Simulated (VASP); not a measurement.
Runs of VASP 6.6.1 on CuO. The structure is that of space group P4_2/mmc (No. 131), or close to it. The cells are those of the table. 

```tsv
cell	gap on the mesh (eV)	pressure (GPa)
a = 4.209, b = 4.211, c = 4.787 Å, 8 atoms	none	5.8
a = 4.017, b = 4.020, c = 5.296 Å, 8 atoms	none	(b)
a = 4.054, b = 4.057, c = 5.194 Å, 8 atoms	none	-0.9
a = 4.105, b = 4.121, c = 4.990 Å, 8 atoms	none	(a)
a = 4.330, b = 4.347, c = 4.909 Å, 8 atoms	none	-7.6
```

Alike in all rows: task single point; level PBEsol; potentials or basis VASP PAW PBE potentials, release 64 (Cu, O); no spin polarisation; k mesh 10 × 10 × 8; cutoff (eV) 520; smearing gaussian 0.1 eV.

**Question.** Estimate the missing entries.

**Answer.** (a) 3.7; (b) -2.5.

Caveats: the PAW data sets were made with another functional, which shifts forces and pressure a little; semilocal functionals often make such compounds metallic where correlation or magnetic order opens a gap, which also shifts bond lengths.

A gap of «none» marks levels without a gap at the run's occupations.
